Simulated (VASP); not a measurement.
# Au (Cmcm) in VASP: a series of runs, part 2 of 2

VASP 6.6.1. Earlier steps stand in the parts before.

## Step 4: Single point, PBE

Input file INCAR:

```
PREC = Accurate ; ENCUT = 520
EDIFF = 1E-6 ; ISMEAR = 0
SIGMA = 0.1 ; LREAL = False
LASPH = True ; NELM = 60
ALGO = Fast ; ISIF = 2
LWAVE = False ; LCHARG = True
GGA = PE ; LELF = True
LVHAR = True ; NBANDS = 18
```

Input file KPOINTS:

```
Automatic mesh
0
Gamma
  22 22 12
```

Input file POSCAR:

```
Au
1.0
    1.4113099650     -2.5559330250      0.0000000000
    1.4113099650      2.5559330250      0.0000000000
    0.0000000000      0.0000000000      4.8931696100
Au
2
Direct
    0.6653279700      0.3346720300      0.2500000000
    0.3346720300      0.6653279700      0.7500000000
```

Potentials or basis: VASP PAW PBE potentials, release 64 (Au).

Launch:

```bash
cat potpaw_PBE.64/Au/POTCAR > POTCAR
mpirun -np 1 vasp_std > vasp.out
```

OUTCAR:

```text
PREC = Accurate
   ENCUT = 520
   EDIFF = 1E-6
   ISMEAR = 0
   LREAL = False
   LASPH = True
   NELM = 60
   ISIF = 2
   GGA = PE

 ion  position               nearest neighbor table
   1  0.665  0.335  0.250-   2 2.95   2 2.95   2 2.95   2 2.95   2 2.97   2 2.97
   2  0.335  0.665  0.750-   1 2.95   1 2.95   1 2.95   1 2.95   1 2.97   1 2.97

  LATTYP: Found a base centered orthorhombic cell.
 ALAT       =     2.8226199300
 B/A-ratio  =     1.8110359088
 C/A-ratio  =     1.7335559627

  Lattice vectors:

 A1 = (   1.4113099650,  -2.5559330250,   0.0000000000)
 A2 = (   1.4113099650,   2.5559330250,   0.0000000000)
 A3 = (   0.0000000000,   0.0000000000,   4.8931696100)

Analysis of symmetry for initial positions (statically):
=====================================================================
 Subroutine PRICEL returns:
 Original cell was already a primitive cell.

 Routine SETGRP: Setting up the symmetry group for a
 base centered orthorhombic supercell.

 Subroutine GETGRP returns: Found  8 space group operations
 (whereof  4 operations were pure point group operations)
 out of a pool of  8 trial point group operations.

The static configuration has the point symmetry C_2h.
[... 164 lines left out ...]

 E-fermi :   8.8648     XC(G=0): -12.5047

 val. band max:        8.8647746374   @ k =  -0.2727   0.0455   0.2500
 cond. band min:       8.8698635764   @ k =   0.2273   0.0455   0.2500
 fundamental gap:      0.0050889390
 Fermi energy:         8.8648438524

 k-point     1 :       0.0000    0.0000    0.0000
  band No.  band energies     occupation
      1      -0.5933      2.00000
      2       1.7761      2.00000
      3       4.1431      2.00000
      4       4.1985      2.00000
      5       4.5314      2.00000
      6       4.7741      2.00000
[... 481 lines left out ...]
      5       4.7128      2.00000
      6       4.8592      2.00000
[... 10 lines left out ...]
     17      21.0419      0.00000
     18      23.6149      0.00000

 [... further k-points ...]

------------------------ aborting loop because EDIFF is reached ----------------------------------------

  FORCE on cell =-STRESS in cart. coord.  units (eV):
  Direction    XX          YY          ZZ          XY          YZ          ZX
  --------------------------------------------------------------------------------------
  -------------------------------------------------------------------------------------
  Total        1.0432808      0.4950037      0.4395067      0.0000000      0.0000000      0.0000000
  in kB       47.3499657     22.4660594     19.9472895      0.0000000      0.0000000      0.0000000
  external PRESSURE =      29.9211049 kB  Pullay stress =       0.0000000 kB

 VOLUME and BASIS-vectors are now :
 -----------------------------------------------------------------------------
  energy-cutoff  :      520.00
  volume of cell :       35.30
      direct lattice vectors                 reciprocal lattice vectors
     1.411309965 -2.555933025  0.000000000     0.354280783 -0.195623279  0.000000000
     1.411309965  2.555933025  0.000000000     0.354280783  0.195623279  0.000000000
     0.000000000  0.000000000  4.893169610     0.000000000  0.000000000  0.204366511

 POSITION                                       TOTAL-FORCE (eV/Angst)
 -----------------------------------------------------------------------------------
      1.41131     -0.84513      1.22329         0.000000      0.017840     -0.000000
      1.41131      0.84513      3.66988         0.000000     -0.017840      0.000000
 -----------------------------------------------------------------------------------
    total drift:                                0.000000      0.000000     -0.000000

  FREE ENERGIE OF THE ION-ELECTRON SYSTEM (eV)
  ---------------------------------------------------
  free  energy   TOTEN  =        -6.4172052519 eV

  energy  without entropy=       -6.4141433191  energy(sigma->0) =       -6.41567429
```

stdout:

```text
POSCAR found type information on POSCAR Au
 POSCAR found :  1 types and       2 ions
 scaLAPACK will be used
 LDA part: xc-table for (Slater+PW92), standard interpolation
 POSCAR, INCAR and KPOINTS ok, starting setup
 FFT: planning ... GRIDC
 FFT: planning ... GRID_SOFT
 FFT: planning ... GRID
 WAVECAR not read
 entering main loop
```

It took 2.3 min on 1 thread of Intel Xeon 6975P-C (Granite Rapids), shared host; peak memory 0.54 GiB.

What came out:

- Free energy: -6.4172 eV
- Pressure: 3.0 GPa
- Largest force: 0.018 eV/Å
- Band gap on the k mesh: zero (band 11 reaches 13.07 eV, above the bottom of band 12 at 6.36 eV)

Forces in eV/Å, atoms in the order of the input:
```
Au   0.000  0.018  0.000
Au   0.000 -0.018  0.000
```

Caveat: spin-orbit coupling is left out, which moves the levels of the heavy elements.

## Step 5: Summary

```csv
k mesh,smearing,further INCAR settings,gap on the mesh (eV),pressure (GPa),largest force (eV/Å)
16 × 16 × 10,gaussian 0.02 eV,ALGO = Fast; EDIFF = 1e-06; NBANDS = 18,none,3.0,0.01
16 × 16 × 10,gaussian 0.05 eV,ALGO = Fast; EDIFF = 1e-07; NBANDS = 18,none,2.9,0.01
22 × 22 × 12,gaussian 0.1 eV,ALGO = Fast; EDIFF = 1e-06; NBANDS = 18,none,3.0,0.02
```

Alike in all rows: task single point; level PBE; potentials or basis VASP PAW PBE potentials, release 64 (Au); no spin polarisation; cell as given; cutoff (eV) 520.

Every run on the cell as given and a fine mesh finds a metal.

Caveats: spin-orbit coupling is left out, which moves the levels of the heavy elements.

Total energies depend on the potentials used, so only differences within one code and one set of settings carry meaning.
